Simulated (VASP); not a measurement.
# Nb2B3C (P6/mmm) in VASP: further runs, part 2 of 2

VASP 6.6.1. Earlier steps stand in the parts before.

### Step 4. Relaxation of cell and atoms, PBE

File INCAR:

```
SYSTEM = Nb2B3C
PREC = Accurate ; ENCUT = 600
EDIFF = 1E-6 ; ISMEAR = 0
SIGMA = 0.1 ; LREAL = .False.
LASPH = .True. ; NELM = 80
ALGO = Normal ; ISIF = 3
LWAVE = .False. ; LCHARG = .False.
GGA = PE ; IBRION = 2
NSW = 90 ; EDIFFG = -0.04
```

File KPOINTS:

```
regular mesh
0
Gamma
  6 6 4
  0 0 0
```

File POSCAR:

```
Nb2B3C
1.0
    3.7665760900      0.0000000000      0.0000000000
   -1.8832880400      3.2619505800      0.0000000000
    0.0000000000      0.0000000000      5.5198842700
Nb B C
2 3 1
Direct
    0.3333333300      0.6666666700      0.0000000000
    0.6666666700      0.3333333300      0.0000000000
    0.0000000000      0.0000000000      0.7709387300
    0.0000000000      0.0000000000      0.2290612700
    0.0000000000      0.0000000000      0.5000000000
    0.0000000000      0.0000000000      0.0000000000
```

Potentials or basis: VASP PAW PBE potentials, release 64 (Nb_sv, B, C).

Command:

```bash
> cat potpaw_PBE.64/Nb_sv/POTCAR potpaw_PBE.64/B/POTCAR potpaw_PBE.64/C/POTCAR > POTCAR
> mpirun -np 1 vasp_std > vasp.out
```

OUTCAR:

```text
SYSTEM = Nb2B3C
   PREC = Accurate
   ENCUT = 600
   EDIFF = 1E-6
   ISMEAR = 0
   LREAL = .False.
   LASPH = .True.
   NELM = 80
   ISIF = 3
   GGA = PE
   IBRION = 2
   NSW = 90
   EDIFFG = -0.04

 ion  position               nearest neighbor table
   1  0.333  0.667  0.000-   6 2.17   2 2.17   2 2.17   6 2.17   6 2.17   2 2.17   4 2.52   3 2.52
                             3 2.52   4 2.52   3 2.52   4 2.52
   2  0.667  0.333  0.000-   6 2.17   1 2.17   1 2.17   6 2.17   6 2.17   1 2.17   4 2.52   3 2.52
                             4 2.52   3 2.52   4 2.52   3 2.52
   3  0.000  0.000  0.771-   6 1.26   5 1.50   1 2.52   2 2.52   1 2.52   2 2.52   2 2.52   1 2.52

   4  0.000  0.000  0.229-   6 1.26   5 1.50   1 2.52   2 2.52   1 2.52   2 2.52   2 2.52   1 2.52

   5  0.000  0.000  0.500-   3 1.50   4 1.50
   6  0.000  0.000  0.000-   3 1.26   4 1.26   1 2.17   2 2.17   1 2.17   2 2.17   2 2.17   1 2.17

  LATTYP: Found a hexagonal cell.
 ALAT       =     3.7665760900
[... 196 lines left out ...]
  in kB      950.7065933    950.7065937    853.6760723      0.0000015      0.0000000     -0.0000000
  external PRESSURE =     918.3630864 kB  Pullay stress =       0.0000000 kB
[... 1210 lines left out ...]
     22       3.4941      0.00001
     23       4.1568      0.00000

[... ionic steps 4 to 14 ...]

--------------------------------------- Ionic step       15  -------------------------------------------

 number of electron      39.0000007 magnetization

------------------------ aborting loop because EDIFF is reached ----------------------------------------
[... 75 lines left out ...]
--------------------------------------- Ionic step       17  -------------------------------------------

 number of electron      39.0000007 magnetization

 Free energy of the ion-electron system (eV)
  ---------------------------------------------------
  ext. energy  EPLUGINS =         0.00000000
  ---------------------------------------------------
  free energy    TOTEN  =       -43.30229374 eV

  energy without entropy =      -43.28034791  energy(sigma->0) =      -43.29132083

 E-fermi :   4.8620     XC(G=0):  -9.6903

 val. band max:        4.8517568588   @ k =   0.3333   0.1667   0.0000
 cond. band min:       4.8804319323   @ k =   0.5000   0.0000   0.5000
 fundamental gap:      0.0286750735
 Fermi energy:         4.8620286066
[... 577 lines left out ...]
  FREE ENERGIE OF THE ION-ELECTRON SYSTEM (eV)
  ---------------------------------------------------
  free  energy   TOTEN  =       -43.3022937441 eV

  energy  without entropy=      -43.2803479076  energy(sigma->0) =      -43.29132083

 reached required accuracy - stopping structural energy minimisation
```

OSZICAR:

```text
N       E                     dE             d eps       ncg     rms          rms(c)
DAV:   1     0.483167327114E+03    0.48317E+03   -0.23349E+04   966   0.188E+03
[... 235 lines left out ...]
DAV:   2    -0.433034408241E+02    0.14631E-02   -0.30135E-02  1612   0.111E+00    0.160E-01
DAV:   3    -0.433023994766E+02    0.10413E-02   -0.68812E-03  1349   0.265E-01    0.828E-02
DAV:   4    -0.433022676811E+02    0.13180E-03   -0.88858E-04  1641   0.233E-01    0.421E-02
DAV:   5    -0.433022855782E+02   -0.17897E-04   -0.94616E-05  1527   0.472E-02    0.241E-02
DAV:   6    -0.433022935021E+02   -0.79239E-05   -0.33799E-05  1703   0.288E-02    0.135E-02
DAV:   7    -0.433022940645E+02   -0.56236E-06   -0.14554E-05  1884   0.225E-02    0.221E-03
DAV:   8    -0.433022937441E+02    0.32044E-06   -0.77028E-07   738   0.590E-03
  17 F= -.43302294E+02 E0= -.43291321E+02  d E =-.202739E-03
```

Run time: 13 min. Hardware: 1 thread of Intel Xeon 6975P-C, shared host; peak memory 0.23 GiB.

Results:

```
Free energy                            : -43.3023 eV
Relaxed volume                         : 16.25 Å³/atom
Relaxed cell                           : a = 4.331 Å, b = 4.331 Å, c = 6.002 Å, α = 90.00°, β = 90.00°, γ = 120.00°
Space group after relaxing (to 0.05 Å) : P6/mmm (No. 191)
Energy gained by relaxing              : 1147.1 meV/atom
Ionic steps                            : 17
Pressure after relaxing                : -0.1 GPa
Largest force after relaxing           : 0.025 eV/Å
```

Forces on the atoms (eV/Å):
```
Nb   0.000  0.000  0.000
Nb   0.000  0.000  0.000
B    0.000  0.000 -0.025
B    0.000  0.000  0.025
B    0.000  0.000  0.000
C    0.000  0.000  0.000
```

The path:
| step | energy change (eV) | largest force (eV/Å) | pressure (GPa) | volume (Å³) |
| --- | --- | --- | --- | --- |
| 1 | 0.0000 | 10.5543 | 91.84 | 67.82 |
| 2 | 6.1901 | 16.7440 | -6.06 | 153.33 |
| 3 | -0.4160 | 14.0255 | -7.22 | 119.99 |
| 4 | -3.5546 | 12.1618 | -0.89 | 102.56 |
| 5 | -4.5661 | 6.1653 | 35.37 | 79.14 |
| 6 | -4.8741 | 9.9039 | 13.81 | 88.90 |
| 7 | -4.9432 | 9.2499 | 17.63 | 86.66 |
| 8 | -4.3464 | 3.0304 | -16.98 | 124.11 |
| 9 | -6.5988 | 1.1724 | -5.88 | 101.01 |
| 10 | -6.6271 | 1.5156 | -4.82 | 99.93 |
| 11 | -6.6281 | 1.6863 | -4.27 | 99.41 |
| 12 | -6.7261 | 2.3594 | 5.17 | 95.04 |
| 13 | -6.8793 | 0.1507 | 0.58 | 96.87 |
| 14 | -6.8793 | 0.2031 | 0.68 | 96.81 |
| 15 | -6.8822 | 0.1585 | 0.09 | 97.40 |
| 16 | -6.8825 | 0.0672 | 0.23 | 97.26 |
| 17 | -6.8827 | 0.0253 | -0.06 | 97.52 |

Final structure:
```yaml
crystal:
  lattice:
    - [4.33128, 0.00000, 0.00000]
    - [-2.16564, 3.75100, 0.00000]
    - [0.00000, 0.00000, 6.00226]
  atoms:
    - { symbol: Nb, position: [0.33333, 0.66667, 0.00000] }
    - { symbol: Nb, position: [0.66667, 0.33333, 0.00000] }
    - { symbol: B, position: [0.00000, 0.00000, 0.75889] }
    - { symbol: B, position: [0.00000, 0.00000, 0.24111] }
    - { symbol: B, position: [0.00000, 0.00000, 0.50000] }
    - { symbol: C, position: [0.00000, 0.00000, 0.00000] }
```

Caveat: the volume moved by over 15 % at a fixed basis, so the end points are rough.

### Step 5. The runs side by side

| task | cell | cutoff (eV) | gap on the mesh (eV) | pressure (GPa) | largest force (eV/Å) |
| --- | --- | --- | --- | --- | --- |
| single point | a = 3.767, b = 3.767, c = 5.520 Å, angles 90.0, 90.0, 120.0°, 6 atoms | 520 | none | 91.9 | 10.56 |
| single point | a = 4.331, b = 4.331, c = 6.002 Å, angles 90.0, 90.0, 120.0°, 6 atoms | 520 | none | 0.0 | 0.02 |
| relaxation of cell and atoms | relaxed from a = 3.767, b = 3.767, c = 5.520 Å, angles 90.0, 90.0, 120.0°, 6 atoms | 600 | none | -0.1 | 0.03 |

Alike in all rows: level PBE; potentials or basis VASP PAW PBE potentials, release 64 (Nb_sv, B, C); no spin polarisation; k mesh 6 × 6 × 4; smearing gaussian 0.1 eV.

Caveats: forces of over 1 eV/Å act on the atoms, so gaps and moduli don't describe the material at rest (some runs); the volume moved by over 15 % at a fixed basis, so the end points are rough (some runs).

Absolute energies hang on the potentials; compare differences alone.
